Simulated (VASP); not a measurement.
A run of VASP 6.6.1 is set up as follows.

POSCAR

```
Pb
1.0
   -1.9796595667      1.9796595667      1.9796595667
    1.9796595667     -1.9796595667      1.9796595667
    1.9796595667      1.9796595667     -1.9796595667
Pb
1
Direct
    0.0000000000      0.0000000000      0.0000000000
```

INCAR.step1

```
SYSTEM = Pb
ALGO = Normal
EDIFF = 1E-5
ENCUT = 520
GGA = PE
GGA_COMPAT = .FALSE.
ISIF = 2
ISMEAR = -1
LASPH = .TRUE.
LCHARG = .FALSE.
LORBIT = 11
LORBMOM = .TRUE.
LREAL = .FALSE.
LSORBIT = .TRUE.
LWAVE = .TRUE.
MAGMOM = 0 0 0
NBANDS = 25
NELM = 150
PREC = Accurate
SIGMA = 0.05
```

The input INCAR.step2:

```
SYSTEM = Pb
AEXX = 0.25
ALGO = Normal
EDIFF = 1E-6
ENCUT = 520
GGA = PE
GGA_COMPAT = .FALSE.
ISIF = 2
ISMEAR = -1
ISTART = 1
LASPH = .TRUE.
LCHARG = .FALSE.
LHFCALC = .TRUE.
LORBIT = 11
LORBMOM = .TRUE.
LREAL = .FALSE.
LSORBIT = .TRUE.
LWAVE = .FALSE.
MAGMOM = 0 0 0
NBANDS = 25
NELM = 150
PREC = Accurate
PRECFOCK = Normal
SIGMA = 0.05
```

KPOINTS

```
k-points
0
G
  4 4 4
  0 0 0
```

Potentials or basis: VASP PAW PBE potentials, release 64 (Pb_d).

The run is started by

```sh
$ cat potpaw_PBE.64/Pb_d/POTCAR > POTCAR
$ cp INCAR.step1 INCAR
$ mpirun -np 1 vasp_ncl > vasp.out
$ cp INCAR.step2 INCAR
$ mpirun -np 1 vasp_ncl > vasp.out
```

**Question.** Predict the pressure.

**Answer.** -2.0 GPa.

**Question.** What does it give for the net moment?

**Answer.** 0.13 μB per cell.

Moments on the atoms (μB; x, y, z):
```
Pb  0.00 0.00 0.00
```

Caveat: the k points lie up to 0.56 Å⁻¹ apart; a moment this small can come from the mesh or the smearing; the PAW data sets were made with another functional, which shifts forces and pressure a little.
